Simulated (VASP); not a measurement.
Wanted: the native input for a VASP 6.6.1 run.

```
Task                   : single point
Functional             : PBEsol
Potentials or basis    : VASP PAW PBE potentials, release 64 (Si, Mo_sv)
Cutoff                 : 520 eV
k mesh                 : 18 × 18 × 18
Occupations            : gaussian, width 0.15 eV
Spin                   : no spin polarisation
Dipole correction      : no
Further INCAR settings : ALGO = Normal; EDIFF = 1e-06; NBANDS = 18
```

The structure of Si2Mo lies in POSCAR:

```
Si2Mo
1.0
   -1.6350007213      1.6350007213      4.0086817917
    1.6350007213     -1.6350007213      4.0086817917
    1.6350007213      1.6350007213     -4.0086817917
Si Mo
2 1
Direct
    0.3350567058      0.3350567058      0.0000000000
    0.6649432942      0.6649432942      0.0000000000
    0.0000000000      0.0000000000      0.0000000000
```

This cell differs from its parent crystal: atoms displaced along a vibrational mode, the cell strained.

One way to write it, as run:

INCAR

```
PREC = Accurate
ENCUT = 520
EDIFF = 1E-6
ISMEAR = 0
SIGMA = 0.15
LREAL = False
LASPH = True
NELM = 60
ALGO = Normal
ISIF = 2
LWAVE = False
LCHARG = False
GGA = PS
NBANDS = 18
```

KPOINTS

```
regular mesh
0
Gamma
  18 18 18
```

Potentials or basis: VASP PAW PBE potentials, release 64 (Si, Mo_sv).

Run with:

```sh
$ cat potpaw_PBE.64/Si/POTCAR potpaw_PBE.64/Mo_sv/POTCAR > POTCAR
$ mpirun -np 1 vasp_std > vasp.out
```

It gave:

```json
{
 "Pressure": "-13.7 GPa",
 "Largest force": "0.163 eV/Å",
 "Band gap on the k mesh": "zero (bands 11 and 12 overlap by 0.90 eV)"
}
```

Caveat: the cell differs from its parent crystal (atoms displaced along a vibrational mode, the cell strained); the cell stands under tension; the PAW data sets were made with another functional, which shifts forces and pressure a little.

It took 3.4 min on 1 thread of Intel(R) Xeon(R) Platinum 8559C (Emerald Rapids), with other jobs on the host, peak memory 0.47 GiB.
